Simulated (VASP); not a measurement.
**Zn2Si3N: single point with PBE**

Zn2Si3N:

```
CELL_PARAMETERS angstrom
2.47643 1.42977 4.05558
-2.47643 1.42977 4.05558
0.00000 -2.85953 4.05558
ATOMIC_POSITIONS crystal
Zn 0.12401 0.12401 0.12401
Zn 0.87599 0.87599 0.87599
Si 0.50000 0.00000 0.50000
Si 0.00000 0.50000 0.50000
Si 0.50000 0.50000 0.00000
N 0.50000 0.50000 0.50000
```

- Program: VASP 6.6.1
- Task: single point
- Functional: PBE
- Potentials or basis: VASP PAW PBE potentials, release 64 (Zn, Si, N)
- Cutoff: 520 eV
- k mesh: 6 × 6 × 6
- Occupations: gaussian, width 0.1 eV
- Spin: no spin polarisation

- Pressure: -2.0 GPa
- Largest force: 0.075 eV/Å

Forces on the atoms (eV/Å):
```
Zn   0.000  0.000  0.075
Zn   0.000  0.000 -0.075
Si   0.000  0.000  0.000
Si   0.000  0.000  0.000
Si   0.000  0.000  0.000
N    0.000  0.000  0.000
```

Stress tensor (GPa, compression positive):
```
  1.97   0.00   0.00
  0.00   1.97   0.00
  0.00   0.00 -10.08
```

Levels at points of the mesh, in eV from the Fermi level:
```
           k point  band 18  band 19  band 20  band 21  band 22  band 23  band 24  band 25
(0.00, 0.00, 0.00)    -4.04    -3.01    -1.60    -1.60     0.16     1.32     1.32     1.50
(0.50, 0.00, 0.00)    -1.82    -1.35    -0.09     0.42     0.46     0.84     1.81     3.51
(0.50, 0.50, 0.00)    -1.57    -0.76    -0.36     1.03     1.56     2.19     2.45     2.61
(0.50, 0.50, 0.50)    -3.37    -2.53    -1.62    -0.57    -0.57     1.96     1.96     4.26
```

Wall time 72 s on 1 thread of Intel(R) Xeon(R) Platinum 8488C (Sapphire Rapids) (shared host), peak memory 0.27 GiB.
